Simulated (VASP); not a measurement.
Wanted: the native input for a VASP 6.6.1 run.

- Task: single point
- Functional: LDA
- Potentials or basis: VASP PAW LDA potentials, release 64 (B, N)
- Cutoff: 600 eV
- k mesh: 12 × 12 × 12
- Occupations: gaussian, width 0.02 eV
- Spin: no spin polarisation
- Dipole correction: no
- Further INCAR settings: ALGO = Normal; EDIFF = 1e-06; NBANDS = 11

The structure of BN (eos) lies in POSCAR:

```
BN
1.0
    0.0000000000      1.8421039983      1.8421039983
    1.8421039983      0.0000000000      1.8421039983
    1.8421039983      1.8421039983      0.0000000000
B N
1 1
Direct
    0.0000000000      0.0000000000      0.0000000000
    0.2500000000      0.2500000000      0.2500000000
```

This cell differs from its parent crystal: volume scaled by 1.09.

One way to write it, as run:

INCAR

```
  PREC = Accurate
  ENCUT = 600
  EDIFF = 1E-6
  ISMEAR = 0
  SIGMA = 0.02
  LREAL = F
  LASPH = T
  NELM = 120
  ALGO = Normal
  ISIF = 2
  LWAVE = F
  LCHARG = F
  NBANDS = 11
  GGA_COMPAT = F
```

KPOINTS

```
Automatic mesh
0
Gamma
  12 12 12
```

Potentials or basis: VASP PAW LDA potentials, release 64 (B, N).

The run is started by

```bash
$ cat potpaw_LDA.64/B/POTCAR potpaw_LDA.64/N/POTCAR > POTCAR
$ mpirun -np 1 vasp_std > vasp.out
```

Results of the run:

| Property | Result |
| --- | --- |
| Pressure | -28.9 GPa |
| Band gap on the k mesh | 4.27 eV, indirect (least direct gap 8.42 eV) |

Wall time 6.9 s on 1 thread of Intel(R) Xeon(R) Platinum 8375C CPU @ 2.90GHz (Ice Lake), with other jobs on the host, peak memory 0.13 GiB.
